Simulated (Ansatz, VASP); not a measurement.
Ge in VASP and in Ansatz

```
Ge
1.0
     5.45463    0.00000    0.00000
     0.00000    5.45463    0.00000
     0.00000    0.00000    5.45463
Ge
8
Direct
  0.00000 0.00000 0.00000
  0.50000 0.50000 0.50000
  0.25000 0.00000 0.50000
  0.75000 0.00000 0.50000
  0.50000 0.25000 0.00000
  0.50000 0.75000 0.00000
  0.00000 0.50000 0.25000
  0.00000 0.50000 0.75000
```

Alike in both runs: functional revPBE; k mesh 5 × 5 × 5; occupations fermi-dirac, width 0.1 eV; no spin polarisation.

Ansatz relaxed the structure, and its values are those at the end. VASP's run is a single point on that final structure, the one shown.

|  | VASP | Ansatz |
| --- | --- | --- |
| version | VASP 6.6.1 | Ansatz 0.2.0 |
| potentials or method | VASP PAW PBE potentials, release 64 (Ge_d), cutoff 520 eV | plane waves (420 eV) with PAW, scalar-relativistic |
| valence electrons in the cell | 112 | 112 |

```csv
,VASP,Ansatz,Ansatz less VASP
pressure (GPa),0.0,0.0,-0.02
```

VASP's potentials were made for PBE, not for revPBE. With one functional, cell and mesh, what is left measures potentials, basis and numerics.
